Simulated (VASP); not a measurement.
The system is K3TeH.

```
K Te H
1.0
     5.50545    0.00000    0.00000
    -2.75273    4.76786    0.00000
     0.00000    0.00000    6.57913
K Te H
3 1 1
Direct
  0.33333 0.66667 0.52955
  0.66667 0.33333 0.52955
  0.00000 0.00000 0.77081
  0.00000 0.00000 0.16237
  0.00000 0.00000 0.50025
```

| Property | Result |
| --- | --- |
| Program | VASP 6.6.1 |
| Task | relaxation of cell and atoms |
| Functional | PBE |
| Potentials or basis | VASP PAW PBE potentials, release 64 (K_sv, Te, H) |
| Cutoff | 600 eV |
| k mesh | 6 × 6 × 4 |
| Occupations | gaussian, width 0.1 eV |
| Spin | no spin polarisation |

At the start: pressure 7.0 GPa; volume 34.54 Å³/atom.

How do energy, volume and symmetry change on relaxing?

Over 60 steps the energy falls by 958.7 meV/atom and the volume is 55.22 Å³/atom (+59.9 %); space group P6mm (No. 183, to 0.05 Å).

The path:
```
step  energy change (eV)  largest force (eV/Å)  pressure (GPa)  volume (Å³)
   1              0.0000                4.3868            7.05       172.70
   3             -2.6885                1.5600            0.75       232.63
   5             -2.5842                7.1262            1.07       372.06
   7             -3.3529                0.5218            0.22       303.43
   9             -3.5281                0.9766           -0.51       330.66
  11             -3.6434                0.3570           -0.24       332.18
  13             -3.6496                0.6929           -0.15       332.52
  15             -3.6789                0.6929           -0.16       331.91
  17             -3.7555                0.2168           -0.25       324.03
  19             -3.7907                0.1616           -0.29       320.31
  21             -3.8764                0.4130           -0.17       266.37
  23             -3.8961                0.1569            0.19       256.27
  25             -3.9270                0.1699            0.04       265.20
  27             -3.9357                0.1049           -0.23       270.03
  29             -3.9491                0.0922           -0.17       265.80
  31             -3.9634                0.2118            0.01       258.25
  33             -4.0261                0.4963            0.40       247.47
  35             -4.0915                0.4897            1.87       227.64
  37             -4.1004                0.5710            1.52       231.24
  39             -4.1093                0.5337            1.70       229.49
  41             -4.1225                0.4475            1.95       227.28
  43             -4.1923                0.4217            1.95       228.15
  45             -4.3972                0.3906            1.93       231.51
  47             -4.5554                0.3966            1.67       242.40
  49             -4.6951                0.3178           -0.66       308.93
  51             -4.7655                0.2673           -0.02       281.19
  53             -4.7687                0.2456            0.00       280.42
  55             -4.7819                0.0488           -0.05       282.09
  57             -4.7908                0.0722           -0.06       280.24
  59             -4.7925                0.0462            0.03       276.30
  60             -4.7933                0.0355            0.02       276.09
```

Final structure:
```xyz
5
Lattice="5.7937 0.0000 0.0000 -2.8968 5.0175 0.0000 0.0000 0.0000 9.4974" Properties=species:S:1:pos:R:3 pbc="T T T"
K     0.0000    3.3450    3.4270
K     2.8968    1.6725    3.4270
K     0.0000    0.0000    8.4613
Te    0.0000    0.0000    2.3211
H     0.0000    0.0000    6.0362
```

Caveat: the volume moved by over 15 % at a fixed basis, so the end points are rough.
